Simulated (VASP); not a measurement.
Wanted: the native input for a VASP 6.6.1 run.

- Task: single point
- Functional: r2SCAN
- Potentials or basis: VASP PAW PBE potentials, release 64 (Ru_pv)
- Cutoff: 520 eV
- k mesh: 11 × 11 × 6
- Occupations: fermi-dirac, width 0.05 eV
- Spin: no spin polarisation
- Dipole correction: no
- Further INCAR settings: ALGO = Normal; EDIFF = 1e-06; NBANDS = 21

Ru:

```
Ru
1.0
     2.65056    0.00000    0.00000
    -1.32528    2.29546    0.00000
     0.00000    0.00000    4.19449
Ru
2
Cartesian
  1.3253 0.7652 3.1459
  0.0000 1.5303 1.0486
```

These files were run (other wordings do the same):

POSCAR

```
Ru
1.0
    2.6505640930      0.0000000000      0.0000000000
   -1.3252820465      2.2954558389      0.0000000000
    0.0000000000      0.0000000000      4.1944897589
Ru
2
Direct
    0.6666666667      0.3333333333      0.7500000000
    0.3333333333      0.6666666667      0.2500000000
```

INCAR.step1

```
SYSTEM = Ru
  ALGO = Normal
  EDIFF = 1E-4
  ENCUT = 520
  GGA = PE
  ISMEAR = -1
  LASPH = .True.
  LCHARG = .False.
  LREAL = .False.
  LWAVE = .True.
  NBANDS = 21
  NELM = 100
  PREC = Accurate
  SIGMA = 0.05
```

INCAR.step2

```
SYSTEM = Ru
  ALGO = Normal
  EDIFF = 1E-6
  ENCUT = 520
  ISIF = 2
  ISMEAR = -1
  ISTART = 1
  LASPH = .True.
  LCHARG = .False.
  LMIXTAU = .True.
  LREAL = .False.
  LWAVE = .False.
  METAGGA = R2SCAN
  NBANDS = 21
  NELM = 100
  PREC = Accurate
  SIGMA = 0.05
```

KPOINTS

```
k-points
0
Gamma
  11 11 6
  0 0 0
```

Potentials or basis: VASP PAW PBE potentials, release 64 (Ru_pv).

Command:

```console
$ cat potpaw_PBE.64/Ru_pv/POTCAR > POTCAR
$ cp INCAR.step1 INCAR
$ mpirun -np 1 vasp_std > vasp.out
$ cp INCAR.step2 INCAR
$ mpirun -np 1 vasp_std > vasp.out
```

It gave:

- Pressure: 23.6 GPa
- Band gap on the k mesh: zero (band 14 reaches 15.62 eV, above the bottom of band 15 at 12.09 eV)

Caveat: the PAW data sets were made with another functional, which shifts forces and pressure a little.

It took 68 s on 1 thread of Intel Xeon 6975P-C (shared host), peak memory 0.16 GiB.
